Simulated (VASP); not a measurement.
# BiTe (Immm) in VASP: a series of runs, part 2 of 2

VASP 6.6.1. The steps go on from the part before.

## (4) Single point, PBE (strain +0.0125 x Voigt [0, 0, 0, 0, 0, 1])

File INCAR:

```
  PREC = Accurate
  ENCUT = 520
  EDIFF = 1E-6
  ISMEAR = 0
  SIGMA = 0.15
  LREAL = False
  LASPH = True
  NELM = 80
  ALGO = Normal
  ISIF = 2
  LWAVE = False
  LCHARG = False
  GGA = PE
  NBANDS = 18
```

File KPOINTS:

```
Automatic mesh
0
Gamma
  14 14 14
```

File POSCAR:

```
BiTe
1.0
    0.0202187500      3.2350000000      3.2350000000
    3.2350000000      0.0202187500      3.2350000000
    3.2552187500      3.2552187500      0.0000000000
Bi Te
1 1
Direct
    0.0000000000      0.0000000000      0.0000000000
    0.5000000000      0.5000000000      0.5000000000
```

Potentials or basis: VASP PAW PBE potentials, release 64 (Bi_d, Te).

Run with:

```bash
$ cat potpaw_PBE.64/Bi_d/POTCAR potpaw_PBE.64/Te/POTCAR > POTCAR
$ mpirun -np 1 vasp_std > vasp.out
```

OUTCAR:

```text
PREC = Accurate
   ENCUT = 520
   EDIFF = 1E-6
   ISMEAR = 0
   LREAL = False
   LASPH = True
   NELM = 80
   ISIF = 2
   GGA = PE

 ion  position               nearest neighbor table
   1  0.000  0.000  0.000-   2 3.23   2 3.23   2 3.24   2 3.24   2 3.24   2 3.24
   2  0.500  0.500  0.500-   1 3.23   1 3.23   1 3.24   1 3.24   1 3.24   1 3.24

  LATTYP: Found a body centered orthorhombic cell.
 ALAT       =     4.5463872438
 B/A-ratio  =     1.0125786164
 C/A-ratio  =     1.4231079873

  Lattice vectors:

 A1 = (   3.2350000000,   0.0202187500,  -3.2350000000)
 A2 = (  -3.2350000000,  -0.0202187500,  -3.2350000000)
 A3 = (   0.0202187500,   3.2350000000,   3.2350000000)

Analysis of symmetry for initial positions (statically):
=====================================================================
 Subroutine PRICEL returns:
 Original cell was already a primitive cell.

 Routine SETGRP: Setting up the symmetry group for a
 body centered orthorhombic supercell.

 Subroutine GETGRP returns: Found  8 space group operations
 (whereof  8 operations were pure point group operations)
 out of a pool of  8 trial point group operations.

The static configuration has the point symmetry D_2h.

Analysis of symmetry for dynamics (positions and initial velocities):
=====================================================================
 Subroutine PRICEL returns:
 Original cell was already a primitive cell.

 Routine SETGRP: Setting up the symmetry group for a
 body centered orthorhombic supercell.

 Subroutine GETGRP returns: Found  8 space group operations
 (whereof  8 operations were pure point group operations)
 out of a pool of  8 trial point group operations.

The dynamic configuration has the point symmetry D_2h.

 Subroutine INISYM returns: Found  8 space group operations
 (whereof  8 operations are pure point group operations),
 and found     1 'primitive' translations

----------------------------------------------------------------------------------------

                                     Primitive cell

  volume of cell :      67.7074

  direct lattice vectors                    reciprocal lattice vectors
     0.020218750  3.235000000  3.235000000    -0.155531578  0.155531578  0.154559505
     3.235000000  0.020218750  3.235000000     0.155531578 -0.155531578  0.154559505
     3.255218750  3.255218750  0.000000000     0.153599508  0.153599508 -0.154559505

  length of vectors
     4.575025552  4.575025552  4.603574505     0.268828540  0.268828540  0.266597559

  position of ions in fractional coordinates (direct lattice)
     0.000000000  0.000000000  0.000000000
     0.500000000  0.500000000  0.500000000

  ion indices of the primitive-cell ions
   primitive index   ion index
                 1           1
                 2           2

----------------------------------------------------------------------------------------

 KPOINTS: Automatic mesh

Automatic generation of k-mesh.
 Grid dimensions read from file:
 generate k-points for:   14   14   14

 Generating k-lattice:

  Cartesian coordinates                     Fractional coordinates (reciprocal lattice)
    -0.011109398  0.011109398  0.011039965     0.071428571  0.000000000  0.000000000
     0.011109398 -0.011109398  0.011039965     0.000000000  0.071428571  0.000000000
     0.010971393  0.010971393 -0.011039965    -0.000000000 -0.000000000  0.071428571

  Length of vectors
     0.019202039  0.019202039  0.019042683

  Shift w.r.t. Gamma in fractional coordinates (k-lattice)
     0.000000000  0.000000000  0.000000000

 Subroutine IBZKPT returns following result:
 ===========================================

 Found    428 irreducible k-points:

 Following reciprocal coordinates:
            Coordinates               Weight
  0.000000  0.000000  0.000000      1.000000
  0.071429  0.000000  0.000000      4.000000
  0.142857 -0.000000  0.000000      4.000000
  0.214286  0.000000  0.000000      4.000000
  0.285714  0.000000  0.000000      4.000000
  0.357143 -0.000000  0.000000      4.000000
[... 16 lines left out ...]
  0.214286  0.142857  0.000000      4.000000
  0.285714  0.142857  0.000000      4.000000
 [... further k-points ...]
   k-points           NKPTS =    428   k-points in BZ     NKDIM =    428   number of bands    NBANDS=     18
   number of dos      NEDOS =    301   number of ions     NIONS =      2
   total plane-waves  NPLWV =  46656
   dimension x,y,z NGX =    36 NGY =   36 NGZ =   36
   dimension x,y,z NGXF=    72 NGYF=   72 NGZF=   72
   ions per type =               1   1
   NGX,Y,Z   is equivalent  to a cutoff of  13.08, 13.08, 13.00 a.u.
   NGXF,Y,Z  is equivalent  to a cutoff of  26.16, 26.16, 26.00 a.u.
 SYSTEM =  unknown system
   PREC   = accura    normal or accurate (medium, high low for compatibility)
   ISTART =      0    job   : 0-new  1-cont  2-samecut
   ICHARG =      2    charge: 1-file 2-atom 10-const
   ISPIN  =      1    spin polarized calculation?
   LNONCOLLINEAR =      F non collinear calculations
   LSORBIT =      F    spin-orbit coupling
   LASPH  =      T    aspherical Exc in radial PAW
   ENCUT  =  520.0 eV  38.22 Ry    6.18 a.u.   8.51  8.51  8.56*2*pi/ulx,y,z
   NELM   =     80;   NELMIN=  2; NELMDL= -5     # of ELM steps
   EDIFF  = 0.1E-05   stopping-criterion for ELM
   LREAL  =      F    real-space projection
   EDIFFG = 0.1E-04   stopping-criterion for IOM
   NSW    =      0    number of steps for IOM
   IBRION =     -1    ionic relax: 0-MD 1-quasi-New 2-CG
   NFREE  =      0    steps in history (QN), initial steepest desc. (CG)
   ISIF   =      2    stress and relaxation
   ISYM   =      2    0-nonsym 1-usesym 2-fastsym
   POTIM  = 0.5000    time-step for ionic-motion
   TEBEG  =    0.0;   TEEND  =   0.0 temperature during run
   PSTRESS=    0.0 pullay stress
   NELECT =      21.0000    total number of electrons
   NUPDOWN=      -1.0000    fix difference up-down
   EMIN   =  10.00;   EMAX   =-10.00  energy-range for DOS
   EFERMI =   0.00;   METHOD = LEGACY
   ISMEAR =     0;   SIGMA  =   0.15  broadening in eV -4-tet -1-fermi 0-gaus
   EFERMI_NEDOS =   21; number of points for ismear=-14 and -15
   IALGO  =     38    algorithm
   IMIX   =      4    mixing-type and parameters
     AMIX     =   0.40;   BMIX     =  1.00
     AMIX_MAG =   1.60;   BMIX_MAG =  1.00
  volume/ion in A,a.u.               =      33.85       228.46
  Fermi-wavevector in a.u.,A,eV,Ry     =   1.108160  2.094120 16.708220  1.228020
  Thomas-Fermi vector in A             =   2.244684
   LORBIT       =      0    0 simple, 1 ext, 2 COOP (PROOUT), +10 PAW based schemes
   GGA     = PE    functional components
   LHFCALC =     F    Hartree Fock is set to
   AEXX    =    0.0000 exact exchange contribution
   IVDW    =     0    specifies the selected vdW correction
   LEPSILON=     F    determine dielectric tensor
   LRPA    =     F    only Hartree local field effects (RPA)
 non-spin polarized calculation
 Gauss-broadening in eV      SIGMA  =   0.15
  energy-cutoff  :      520.00
  volume of cell :       67.71
 maximum number of plane-waves:      1847
 NGX is ok and might be reduce to    36
   NGX = 17   NGY = 17   NGZ = 17

 number of electron      21.0000001 magnetization

 Free energy of the ion-electron system (eV)
  ---------------------------------------------------
  ext. energy  EPLUGINS =         0.00000000
  ---------------------------------------------------
  free energy    TOTEN  =        -7.17981810 eV

  energy without entropy =       -7.16352229  energy(sigma->0) =       -7.17167020

 E-fermi :   6.6650     XC(G=0):  -9.4345

 val. band max:        6.6580058540   @ k =  -0.2143  -0.4286   0.3571
 cond. band min:       6.6652840597   @ k =  -0.2857   0.1429   0.0714
 fundamental gap:      0.0072782058
 Fermi energy:         6.6650399040

 k-point     1 :       0.0000    0.0000    0.0000
  band No.  band energies     occupation
      1     -16.5000      2.00000
      2     -16.4999      2.00000
      3     -16.4977      2.00000
      4     -16.4969      2.00000
      5     -16.4962      2.00000
      6      -6.8725      2.00000
[... 10 lines left out ...]
     17      12.7671      0.00000
     18      13.2101      0.00000
[... 463 lines left out ...]
 k-point    24 :       0.2857    0.1429    0.0000
  band No.  band energies     occupation
      1     -16.5047      2.00000
      2     -16.4998      2.00000
      3     -16.4971      2.00000
      4     -16.4928      2.00000
      5     -16.4924      2.00000
      6      -6.2248      2.00000
[... 10 lines left out ...]
     17      14.4634      0.00000
     18      14.7266      0.00000

 [... further k-points ...]

------------------------ aborting loop because EDIFF is reached ----------------------------------------

  FORCE on cell =-STRESS in cart. coord.  units (eV):
  Direction    XX          YY          ZZ          XY          YZ          ZX
  --------------------------------------------------------------------------------------
  -------------------------------------------------------------------------------------
  Total        0.2902537      0.2902537      0.2881142      0.0007961      0.0000000      0.0000000
  in kB        6.8683514      6.8683514      6.8177225      0.0188387      0.0000000      0.0000000
  external PRESSURE =       6.8514751 kB  Pullay stress =       0.0000000 kB

 VOLUME and BASIS-vectors are now :
 -----------------------------------------------------------------------------
  energy-cutoff  :      520.00
  volume of cell :       67.71
      direct lattice vectors                 reciprocal lattice vectors
     0.020218750  3.235000000  3.235000000    -0.155531578  0.155531578  0.154559505
     3.235000000  0.020218750  3.235000000     0.155531578 -0.155531578  0.154559505
     3.255218750  3.255218750  0.000000000     0.153599508  0.153599508 -0.154559505

 POSITION                                       TOTAL-FORCE (eV/Angst)
 -----------------------------------------------------------------------------------
      0.00000      0.00000      0.00000         0.000000     -0.000000      0.000000
      3.25522      3.25522      3.23500        -0.000000      0.000000     -0.000000
 -----------------------------------------------------------------------------------
    total drift:                               -0.000000      0.000000      0.000000

  FREE ENERGIE OF THE ION-ELECTRON SYSTEM (eV)
  ---------------------------------------------------
  free  energy   TOTEN  =        -7.1798181000 eV

  energy  without entropy=       -7.1635222911  energy(sigma->0) =       -7.17167020
```

Wall time 2.3 min (1 thread of Intel Xeon 6975P-C (Granite Rapids), shared host); peak memory 0.61 GiB.

Results:

```
Free energy            : -7.1798 eV
Pressure               : 0.7 GPa
Band gap on the k mesh : zero (an odd number of electrons rules out a gap without spin polarisation)
```

Levels at points of the mesh, in eV from the Fermi level:
| k point | band 8 | band 9 | band 10 | band 11 | band 12 | band 13 |
| --- | --- | --- | --- | --- | --- | --- |
| (0.00, 0.00, 0.00) | -2.61 | -2.56 | -2.50 | 2.12 | 2.14 | 2.16 |
| (0.50, 0.00, 0.00) | -1.96 | -1.94 | -1.64 | -0.86 | -0.68 | -0.64 |
| (0.50, 0.50, 0.00) | -5.67 | -4.09 | -3.97 | 2.23 | 3.55 | 3.60 |
| (0.00, 0.00, 0.50) | -1.93 | -1.90 | -1.59 | -0.81 | -0.62 | -0.59 |
| (0.50, 0.00, 0.50) | -5.67 | -4.03 | -4.03 | 2.23 | 3.57 | 3.58 |

Caveat: the cell differs from its parent crystal (strain +0.0125 x Voigt [0, 0, 0, 0, 0, 1]); spin-orbit coupling is left out, which moves the levels of the heavy elements.

## (5) The runs side by side

```tsv
cell	gap on the mesh (eV)	pressure (GPa)
a = 4.575, b = 4.575, c = 4.586 Å, angles 59.9, 59.9, 59.8°, 2 atoms	none	0.7
a = 4.575, b = 4.575, c = 4.615 Å, angles 59.7, 59.7, 59.4°, 2 atoms	none	0.7
a = 4.575, b = 4.575, c = 4.604 Å, angles 59.8, 59.8, 59.6°, 2 atoms	none	0.7
```

Alike in all rows: task single point; level PBE; potentials or basis VASP PAW PBE potentials, release 64 (Bi_d, Te); no spin polarisation; k mesh 14 × 14 × 14; cutoff (eV) 520; smearing gaussian 0.15 eV.

Caveats: spin-orbit coupling is left out, which moves the levels of the heavy elements.

Absolute energies hang on the potentials; compare differences alone.
